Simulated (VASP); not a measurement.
# HfB (Fm-3m) in VASP: a series of runs, part 2 of 2

VASP 6.6.1. Earlier steps stand in the parts before.

## (3) Single point, PBE

This run uses another cell than the first one, of 12.82 Å³/atom, 1.030 times its volume.

INCAR

```
PREC     = Accurate       # precision mode
ENCUT    = 520            # plane-wave cutoff, eV
EDIFF    = 1E-6           # SCF threshold, eV
ISMEAR   = -1             # smearing method
SIGMA    = 0.15           # smearing width, eV
LREAL    = F              # projectors in reciprocal space
LASPH    = T              # aspherical terms in the spheres
NELM     = 80             # most SCF steps
ALGO     = Normal         # electronic algorithm
ISIF     = 2              # what is computed and relaxed
LWAVE    = F              # write WAVECAR
LCHARG   = T              # write CHGCAR
GGA      = PE             # functional
LELF     = T              # ELF
LVHAR    = T            
NBANDS   = 14             # bands
```

KPOINTS

```
regular mesh
0
Gamma
  9 9 9
```

POSCAR

```
HfB
1.0
    0.0000000000      2.3403982228      2.3403982228
    2.3403982228      0.0000000000      2.3403982228
    2.3403982228      2.3403982228      0.0000000000
Hf B
1 1
Direct
    0.5000000000      0.5000000000      0.5000000000
    0.0000000000      0.0000000000      0.0000000000
```

Potentials or basis: VASP PAW PBE potentials, release 64 (Hf_pv, B).

Started as:

```bash
cat potpaw_PBE.64/Hf_pv/POTCAR potpaw_PBE.64/B/POTCAR > POTCAR
mpirun -np 1 vasp_std > vasp.out
```

OUTCAR:

```text
PREC = Accurate
   ENCUT = 520
   EDIFF = 1E-6
   ISMEAR = -1
   LREAL = F
   LASPH = T
   NELM = 80
   ISIF = 2
   GGA = PE

 ion  position               nearest neighbor table
   1  0.500  0.500  0.500-   2 2.34   2 2.34   2 2.34   2 2.34   2 2.34   2 2.34
   2  0.000  0.000  0.000-   1 2.34   1 2.34   1 2.34   1 2.34   1 2.34   1 2.34

  LATTYP: Found a face centered cubic cell.
 ALAT       =     4.6807964456

  Lattice vectors:

 A1 = (   0.0000000000,   2.3403982228,   2.3403982228)
 A2 = (   2.3403982228,   0.0000000000,   2.3403982228)
 A3 = (   2.3403982228,   2.3403982228,   0.0000000000)

Analysis of symmetry for initial positions (statically):
=====================================================================
 Subroutine PRICEL returns:
 Original cell was already a primitive cell.

 Routine SETGRP: Setting up the symmetry group for a
 face centered cubic supercell.

 Subroutine GETGRP returns: Found 48 space group operations
 (whereof 48 operations were pure point group operations)
 out of a pool of 48 trial point group operations.

The static configuration has the point symmetry O_h .

Analysis of symmetry for dynamics (positions and initial velocities):
=====================================================================
 Subroutine PRICEL returns:
 Original cell was already a primitive cell.

 Routine SETGRP: Setting up the symmetry group for a
 face centered cubic supercell.

 Subroutine GETGRP returns: Found 48 space group operations
 (whereof 48 operations were pure point group operations)
 out of a pool of 48 trial point group operations.

The dynamic configuration has the point symmetry O_h .

 Subroutine INISYM returns: Found 48 space group operations
 (whereof 48 operations are pure point group operations),
 and found     1 'primitive' translations

----------------------------------------------------------------------------------------

                                     Primitive cell

[... 114 lines left out ...]
   LORBIT       =      0    0 simple, 1 ext, 2 COOP (PROOUT), +10 PAW based schemes
   GGA     = PE    functional components
   LHFCALC =     F    Hartree Fock is set to
   AEXX    =    0.0000 exact exchange contribution
   IVDW    =     0    specifies the selected vdW correction
   LEPSILON=     F    determine dielectric tensor
   LRPA    =     F    only Hartree local field effects (RPA)
 non-spin polarized calculation
  energy-cutoff  :      520.00
  volume of cell :       25.64
 maximum number of plane-waves:       702
 NGX is ok and might be reduce to    28
   NGX = 13   NGY = 13   NGZ = 13

 number of electron      13.0000001 magnetization

 Free energy of the ion-electron system (eV)
  ---------------------------------------------------
  ext. energy  EPLUGINS =         0.00000000
  ---------------------------------------------------
  free energy    TOTEN  =       -17.34743579 eV

  energy without entropy =      -17.27392551  energy(sigma->0) =      -17.31068065

 E-fermi :   4.9199     XC(G=0): -12.1167

 val. band max:        4.8488819683   @ k =   0.3333   0.1111   0.0000
 cond. band min:       4.9905590617   @ k =   0.4444   0.2222   0.0000
 fundamental gap:      0.1416770934
 Fermi energy:         4.9198640691

 k-point     1 :       0.0000    0.0000    0.0000
  band No.  band energies     occupation
      1     -23.6300      2.00000
      2     -23.6300      2.00000
      3     -23.6300      2.00000
      4      -4.5709      2.00000
      5       7.0374      0.00000
      6       7.0374      0.00000
      7       7.0374      0.00000
      8       8.7199      0.00000
      9       8.7199      0.00000
     10       8.7199      0.00000
     11       8.9538      0.00000
     12       8.9538      0.00000
     13      16.4000      0.00000
     14      17.2919      0.00000
[... 377 lines left out ...]
      1     -24.1902      2.00000
      2     -23.8486      2.00000
      3     -23.8486      2.00000
      4      -1.7404      2.00000
      5       3.6130      1.99967
      6       3.9432      1.99703
      7       7.0333      0.00000
      8       7.0333      0.00000
      9      10.8023      0.00000
     10      12.5268      0.00000
     11      12.5268      0.00000
     12      14.2889      0.00000
     13      17.8912      0.00000
     14      19.8404      0.00000

 [... further k-points ...]
[... 5 lines left out ...]
  --------------------------------------------------------------------------------------
  -------------------------------------------------------------------------------------
  Total        3.2700814      3.2700814      3.2700814      0.0000000      0.0000000     -0.0000000
  in kB      204.3477565    204.3477565    204.3477565      0.0000000      0.0000000     -0.0000000
  external PRESSURE =     204.3477565 kB  Pullay stress =       0.0000000 kB

 VOLUME and BASIS-vectors are now :
 -----------------------------------------------------------------------------
  energy-cutoff  :      520.00
  volume of cell :       25.64
      direct lattice vectors                 reciprocal lattice vectors
     0.000000000  2.340398223  2.340398223    -0.213638856  0.213638856  0.213638856
     2.340398223  0.000000000  2.340398223     0.213638856 -0.213638856  0.213638856
     2.340398223  2.340398223  0.000000000     0.213638856  0.213638856 -0.213638856

 POSITION                                       TOTAL-FORCE (eV/Angst)
 -----------------------------------------------------------------------------------
      2.34040      2.34040      2.34040         0.000000      0.000000      0.000000
      0.00000      0.00000      0.00000        -0.000000     -0.000000      0.000000
 -----------------------------------------------------------------------------------
    total drift:                                0.000000      0.000000      0.000000

  FREE ENERGIE OF THE ION-ELECTRON SYSTEM (eV)
  ---------------------------------------------------
  free  energy   TOTEN  =       -17.3474357921 eV

  energy  without entropy=      -17.2739255143  energy(sigma->0) =      -17.31068065
```

stdout:

```text
POSCAR found type information on POSCAR HfB
 POSCAR found :  2 types and       2 ions
 scaLAPACK will be used
 LDA part: xc-table for (Slater+PW92), standard interpolation
 POSCAR, INCAR and KPOINTS ok, starting setup
 FFT: planning ... GRIDC
 FFT: planning ... GRID_SOFT
 FFT: planning ... GRID
 WAVECAR not read
 entering main loop
```

Wall time 20 s (1 thread of Intel Xeon Platinum 8259CL at 2.50GHz (Skylake/Cascade Lake), shared host); peak memory 0.16 GiB.

What came out:

```
Free energy : -17.3474 eV
Pressure    : 20.4 GPa
```

Caveat: spin-orbit coupling is left out, which moves the levels of the heavy elements.

## (4) Single point, PBE

This run uses another cell than the first one, of 13.19 Å³/atom, 1.059 times its volume.

INCAR

```
SYSTEM = HfB
  PREC = Accurate
  ENCUT = 520
  EDIFF = 1E-6
  ISMEAR = -1
  SIGMA = 0.15
  LREAL = .FALSE.
  LASPH = .TRUE.
  NELM = 100
  ALGO = Normal
  ISIF = 2
  LWAVE = .FALSE.
  LCHARG = .FALSE.
  GGA = PE
  NBANDS = 14
```

KPOINTS

```
Automatic mesh
0
G
  9 9 9
  0 0 0
```

POSCAR

```
HfB
1.0
    0.0000000000      2.3626890713      2.3626890713
    2.3626890713      0.0000000000      2.3626890713
    2.3626890713      2.3626890713      0.0000000000
Hf B
1 1
Direct
    0.5000000000      0.5000000000      0.5000000000
    0.0000000000      0.0000000000      0.0000000000
```

Started as:

```bash
cat potpaw_PBE.64/Hf_pv/POTCAR potpaw_PBE.64/B/POTCAR > POTCAR
mpirun -np 1 vasp_std > vasp.out
```

Wall time 26 s (1 thread of Intel Xeon Platinum 8259CL at 2.50GHz (Skylake/Cascade Lake), shared host); peak memory 0.16 GiB.

It converged, with:

- Free energy: -17.4263 eV
- Pressure: 13.7 GPa

Levels at points of the mesh, in eV from the Fermi level:
```
           k point  band 4  band 5  band 6  band 7  band 8  band 9  band 10  band 11
(0.00, 0.00, 0.00)   -9.40    2.09    2.09    2.09    3.72    3.72     3.72     3.93
```

Caveat: spin-orbit coupling is left out, which moves the levels of the heavy elements.

## (5) The runs side by side

```tsv
cell	gap on the mesh (eV)	pressure (GPa)
a = 3.278 Å, angles 60.0°, 2 atoms	none	28.1
a = 3.310 Å, angles 60.0°, 2 atoms	none	20.4
a = 3.341 Å, angles 60.0°, 2 atoms	none	13.7
```

Alike in all rows: task single point; level PBE; potentials or basis VASP PAW PBE potentials, release 64 (Hf_pv, B); no spin polarisation; k mesh 9 × 9 × 9; cutoff (eV) 520; smearing fermi-dirac 0.15 eV.

Caveats: spin-orbit coupling is left out, which moves the levels of the heavy elements.

Absolute energies hang on the potentials; compare differences alone.
